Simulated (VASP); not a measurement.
# ZnS (F-43m) in VASP: settings compared, part 2 of 2

VASP 6.6.1.

### 4 Vibrations by perturbation theory, PBEsol

Contents of INCAR:

```
SYSTEM = ZnS
  PREC = Accurate
  ENCUT = 520
  EDIFF = 1E-8
  ISMEAR = -1
  SIGMA = 0.05
  LREAL = .False.
  LASPH = .True.
  NELM = 80
  ALGO = Normal
  ISIF = 2
  LWAVE = .False.
  LCHARG = .False.
  GGA = PS
  IBRION = 8
  NSW = 1
```

Contents of KPOINTS:

```
regular mesh
0
Gamma
  7 7 7
  0 0 0
```

Contents of POSCAR:

```
ZnS
1.0
    0.0000000000      2.7020000000      2.7020000000
    2.7020000000      0.0000000000      2.7020000000
    2.7020000000      2.7020000000      0.0000000000
Zn S
1 1
Direct
    0.7500000000      0.7500000000      0.7500000000
    0.0000000000      0.0000000000      0.0000000000
```

Potentials or basis: VASP PAW PBE potentials, release 64 (Zn, S).

Started as:

```console
$ cat potpaw_PBE.64/Zn/POTCAR potpaw_PBE.64/S/POTCAR > POTCAR
$ mpirun -np 1 vasp_std > vasp.out
```

OUTCAR:

```text
SYSTEM = ZnS
   PREC = Accurate
   ENCUT = 520
   EDIFF = 1E-8
   ISMEAR = -1
   LREAL = .False.
   LASPH = .True.
   NELM = 80
   ISIF = 2
   GGA = PS
   IBRION = 8
   NSW = 1

 ion  position               nearest neighbor table
   1  0.750  0.750  0.750-   2 2.34   2 2.34   2 2.34   2 2.34
   2  0.000  0.000  0.000-   1 2.34   1 2.34   1 2.34   1 2.34

  LATTYP: Found a face centered cubic cell.
 ALAT       =     5.4040000000

  Lattice vectors:

 A1 = (   0.0000000000,   2.7020000000,   2.7020000000)
 A2 = (   2.7020000000,   0.0000000000,   2.7020000000)
 A3 = (   2.7020000000,   2.7020000000,   0.0000000000)

Analysis of symmetry for initial positions (statically):
=====================================================================
 Subroutine PRICEL returns:
 Original cell was already a primitive cell.

 Routine SETGRP: Setting up the symmetry group for a
 face centered cubic supercell.

 Subroutine GETGRP returns: Found 24 space group operations
 (whereof 24 operations were pure point group operations)
 out of a pool of 48 trial point group operations.

The static configuration has the point symmetry T_d .

Analysis of symmetry for dynamics (positions and initial velocities):
=====================================================================
 Subroutine PRICEL returns:
 Original cell was already a primitive cell.

 Routine SETGRP: Setting up the symmetry group for a
 face centered cubic supercell.

 Subroutine GETGRP returns: Found 24 space group operations
 (whereof 24 operations were pure point group operations)
 out of a pool of 48 trial point group operations.

The dynamic configuration has the point symmetry T_d .

 Subroutine INISYM returns: Found 24 space group operations
 (whereof 24 operations are pure point group operations),
 and found     1 'primitive' translations

----------------------------------------------------------------------------------------

                                     Primitive cell

  volume of cell :      39.4535

  direct lattice vectors                    reciprocal lattice vectors
     0.000000000  2.702000000  2.702000000    -0.185048113  0.185048113  0.185048113
     2.702000000  0.000000000  2.702000000     0.185048113 -0.185048113  0.185048113
     2.702000000  2.702000000  0.000000000     0.185048113  0.185048113 -0.185048113

  length of vectors
     3.821205046  3.821205046  3.821205046     0.320512733  0.320512733  0.320512733

  position of ions in fractional coordinates (direct lattice)
     0.750000000  0.750000000  0.750000000
     0.000000000  0.000000000  0.000000000

  ion indices of the primitive-cell ions
   primitive index   ion index
[... 130 lines left out ...]
      4      -4.3576      2.00000
      5      -3.8584      2.00000
      6      -3.8584      2.00000
      7       2.0139      2.00000
      8       2.0139      2.00000
      9       2.0139      2.00000
     10       3.9915      0.00000
     11       8.3214      0.00000
     12       8.3214      0.00000
     13       8.3214      0.00000
[... 292 lines left out ...]
      2      -4.2387      2.00000
      3      -4.0952      2.00000
      4      -3.9223      2.00000
      5      -3.8729      2.00000
      6      -3.4912      2.00000
      7      -2.6326      2.00000
      8      -1.0851      2.00000
      9      -0.1802      2.00000
     10       7.0013      0.00000
     11       8.1520      0.00000
     12       9.8764      0.00000
     13      10.8258      0.00000

------------------------ aborting loop because EDIFF is reached ----------------------------------------

  FORCE on cell =-STRESS in cart. coord.  units (eV):
  Direction    XX          YY          ZZ          XY          YZ          ZX
  --------------------------------------------------------------------------------------
  -------------------------------------------------------------------------------------
  Total       -0.4398567     -0.4398567     -0.4398567      0.0000000     -0.0000000      0.0000000
  in kB      -17.8622324    -17.8622324    -17.8622324      0.0000000     -0.0000000      0.0000000
  external PRESSURE =     -17.8622324 kB  Pullay stress =       0.0000000 kB

 VOLUME and BASIS-vectors are now :
 -----------------------------------------------------------------------------
  energy-cutoff  :      520.00
  volume of cell :       39.45
      direct lattice vectors                 reciprocal lattice vectors
     0.000000000  2.702000000  2.702000000    -0.185048113  0.185048113  0.185048113
     2.702000000  0.000000000  2.702000000     0.185048113 -0.185048113  0.185048113
     2.702000000  2.702000000  0.000000000     0.185048113  0.185048113 -0.185048113

 POSITION                                       TOTAL-FORCE (eV/Angst)
 -----------------------------------------------------------------------------------
      4.05300      4.05300      4.05300        -0.000000     -0.000000     -0.000000
      0.00000      0.00000      0.00000         0.000000      0.000000      0.000000
 -----------------------------------------------------------------------------------
    total drift:                                0.000001      0.000001      0.000001

  FREE ENERGIE OF THE ION-ELECTRON SYSTEM (eV)
  ---------------------------------------------------
  free  energy   TOTEN  =        -7.5828119765 eV

  energy  without entropy=       -7.5828119765  energy(sigma->0) =       -7.58281198

[... ionic steps 2 to 3 ...]

--------------------------------------- Ionic step        4  -------------------------------------------

------------------------ aborting loop because EDIFF is reached ----------------------------------------

[... ionic steps 5 to 6 ...]

--------------------------------------- Ionic step        7  -------------------------------------------

 Free energy of the ion-electron system (eV)
  ---------------------------------------------------
  ---------------------------------------------------
  free energy    TOTEN  =        -0.10488968 eV

  energy without entropy =       -0.10488968

------------------------ aborting loop because EDIFF is reached ----------------------------------------

 INTERNAL STRAIN TENSOR  FOR ION    2  DIRECTION 1   (eV/Angst):
 -----------------------------------------------------------------------------
    -0.00278  0.00000  0.00000
     0.00000  0.00915 -5.01356
     0.00000 -5.01356  0.00915

 INTERNAL STRAIN TENSOR FOR ION    2 for displacements in x,y,z  (eV/Angst):
          X           Y           Z          XY          YZ          ZX
  --------------------------------------------------------------------------------
  x    -0.00000     0.00000     0.00000     0.00000    -5.01356     0.00000
  y     0.00000     0.00000     0.00000     0.00000     0.00000    -5.01356
  z     0.00000     0.00000    -0.00000    -5.01356     0.00000     0.00000

 SECOND DERIVATIVES (NOT SYMMETRIZED)
 ------------------------------------
               1X          1Y          1Z          2X          2Y          2Z
  1X    -5.615867    0.000000    0.000000    5.615867    0.000000    0.000000
  1Y     0.000000   -5.615867    0.000000    0.000000    5.615867    0.000000
  1Z     0.000000    0.000000   -5.615867    0.000000    0.000000    5.615867
  2X     5.610732    0.000000    0.000000   -5.610732    0.000000    0.000000
  2Y     0.000000    5.610732    0.000000    0.000000   -5.610732    0.000000
  2Z     0.000000    0.000000    5.610732    0.000000    0.000000   -5.610732

 Eigenvectors and eigenvalues of the dynamical matrix
 ----------------------------------------------------

   1 f  =    7.984581 THz    50.168600 2PiTHz  266.336941 cm-1    33.021557 meV
             X         Y         Z           dx          dy          dz
      4.053000  4.053000  4.053000    -0.573788    0.000000   -0.000000
      0.000000  0.000000  0.000000     0.819004   -0.000000    0.000000
[... 21 lines left out ...]
   6 f/i=    0.001716 THz     0.010784 2PiTHz    0.057251 cm-1     0.007098 meV
             X         Y         Z           dx          dy          dz
      4.053000  4.053000  4.053000    -0.476779    0.665891   -0.006241
      0.000000  0.000000  0.000000    -0.334028    0.466518   -0.004372

--------------------------------------------------------------------------------------------------------

 ELASTIC MODULI CONTR FROM IONIC RELAXATION (kBar)
 Direction    XX          YY          ZZ          XY          YZ          ZX
 --------------------------------------------------------------------------------
 XX          -0.0000     -0.0000     -0.0000      0.0000     -0.0000     -0.0000
 YY          -0.0000     -0.0000     -0.0000      0.0000      0.0000      0.0000
 ZZ          -0.0000     -0.0000     -0.0000     -0.0000      0.0000     -0.0000
 XY           0.0000      0.0000     -0.0000   -181.5388     -0.0000     -0.0000
 YZ          -0.0000      0.0000      0.0000     -0.0000   -181.5388     -0.0000
 ZX          -0.0000      0.0000     -0.0000     -0.0000     -0.0000   -181.5388
 --------------------------------------------------------------------------------
```

OSZICAR:

```text
N       E                     dE             d eps       ncg     rms          rms(c)
DAV:   1     0.804835037153E+02    0.80484E+02   -0.87931E+03   520   0.162E+03
DAV:   2    -0.222106485711E+01   -0.82705E+02   -0.78454E+02   550   0.285E+02
[... 43 lines left out ...]
RMM:   8    -0.104890083584E+00    0.93520E-06   -0.78570E-08  2983   0.496E-04    0.612E-05
RMM:   9    -0.104889254665E+00    0.82892E-06   -0.45787E-08  2854   0.179E-04    0.663E-05
RMM:  10    -0.104889616350E+00   -0.36169E-06   -0.11919E-08  2833   0.754E-05    0.812E-06
RMM:  11    -0.104889702789E+00   -0.86438E-07   -0.13237E-08  3049   0.303E-05    0.108E-05
RMM:  12    -0.104889680914E+00    0.21875E-07    0.33801E-09  2736   0.100E-05    0.969E-07
RMM:  13    -0.104889683755E+00   -0.28411E-08   -0.22357E-09  2010   0.387E-06    0.416E-07
 Linear response finished
```

It took 3.1 min on 1 thread of Intel Xeon 8259CL, shared host; peak memory 0.23 GiB.

What came out:

```
Highest phonon frequency at Γ, LO-TO splitting left out : 266 cm⁻¹
```

Phonon frequencies in cm⁻¹ (negative: imaginary):
```csv
q point,frequencies
"(0.000, 0.000, 0.000)",0 0 0 266 266 266
```

Caveat: the cell wasn't relaxed at this level first, which shifts response properties; the PAW data sets were made with another functional, which shifts forces and pressure a little.
